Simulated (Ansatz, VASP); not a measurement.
**Ga3B2As5: VASP beside Ansatz**

```
CELL_PARAMETERS angstrom
-1.87816 1.87816 13.72702
1.87816 -1.87816 13.72702
1.87816 1.87816 -13.72702
ATOMIC_POSITIONS crystal
Ga 0.00000 0.00000 0.00000
Ga 0.19485 0.19485 0.00000
Ga 0.80515 0.80515 0.00000
B 0.59734 0.59734 0.00000
B 0.40266 0.40266 0.00000
As 0.55593 0.05593 0.50000
As 0.13873 0.63873 0.50000
As 0.75000 0.25000 0.50000
As 0.36127 0.86127 0.50000
As 0.94407 0.44407 0.50000
```

Alike in both runs: functional PBE; k mesh 6 × 6 × 6; occupations gaussian, width 0.1 eV; no spin polarisation.

Ansatz relaxed the structure, and its values are those at the end. VASP's run is a single point on that final structure, the one shown.

|  | VASP | Ansatz |
| --- | --- | --- |
| version | VASP 6.6.1 | Ansatz 0.2.0 |
| potentials or method | VASP PAW PBE potentials, release 64 (Ga_d, B, As), cutoff 520 eV | scalar-relativistic, plane waves, PAW |
| valence electrons in the cell | 70 | 120 |

|  | VASP | Ansatz | Ansatz less VASP |
| --- | --- | --- | --- |
| gap on the k mesh at the Fermi level (eV) | 0.49 | 0.50 | +0.002 |
| least direct gap on the mesh (eV) | 0.49 | 0.50 | +0.002 |
| pressure (GPa) | 0.5 | 0.3 | -0.24 |
| rms of the force components (eV/Å) | 0.009 | 0.006 | -0.0023 |

VASP's potentials hold 70 valence electrons a cell and Ansatz's 120, so a difference there can come from the potentials and not from the codes.
